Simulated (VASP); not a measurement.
Input of a VASP 6.6.1 run:

Contents of POSCAR:

```
Ge
1.0
    1.4155346479     -2.6347372402      0.0000000000
    1.4155346479      2.6347372402      0.0000000000
    0.0000000000      0.0000000000      2.7337381113
Ge
1
Direct
    0.5000000000      0.5000000000      0.0000000000
```

The input INCAR.step1:

```
SYSTEM = Ge
  PREC = Accurate
  ENCUT = 520
  ISMEAR = -1
  SIGMA = 0.05
  LREAL = .False.
  LASPH = .True.
  NELM = 60
  NBANDS = 13
  GGA = PE
  ALGO = Normal
  EDIFF = 1E-4
  LWAVE = .True.
  LCHARG = .False.
```

The input INCAR.step2:

```
SYSTEM = Ge
  PREC = Accurate
  ENCUT = 520
  EDIFF = 1E-6
  ISMEAR = -1
  SIGMA = 0.05
  LREAL = .False.
  LASPH = .True.
  NELM = 60
  ALGO = Normal
  ISIF = 2
  LWAVE = .False.
  LCHARG = .False.
  METAGGA = R2SCAN
  LMIXTAU = .True.
  NBANDS = 13
  ISTART = 1
```

The input KPOINTS:

```
Automatic mesh
0
Gamma
  11 11 10
  0 0 0
```

Potentials or basis: VASP PAW PBE potentials, release 64 (Ge_d).

Launch:

```bash
$ cat potpaw_PBE.64/Ge_d/POTCAR > POTCAR
$ cp INCAR.step1 INCAR
$ mpirun -np 1 vasp_std > vasp.out
$ cp INCAR.step2 INCAR
$ mpirun -np 1 vasp_std > vasp.out
```

**Question.** Predict the band gap on the k mesh.

**Answer.** Zero (band 7 reaches 12.47 eV, above the bottom of band 8 at 3.32 eV).

**Question.** Estimate the pressure.

**Answer.** -5.4 GPa.

Stress tensor (GPa, compression positive):
```
-4.08  0.00  0.00
 0.00 -6.83  0.00
 0.00  0.00 -5.26
```

Caveat: the PAW data sets were made with another functional, which shifts forces and pressure a little.
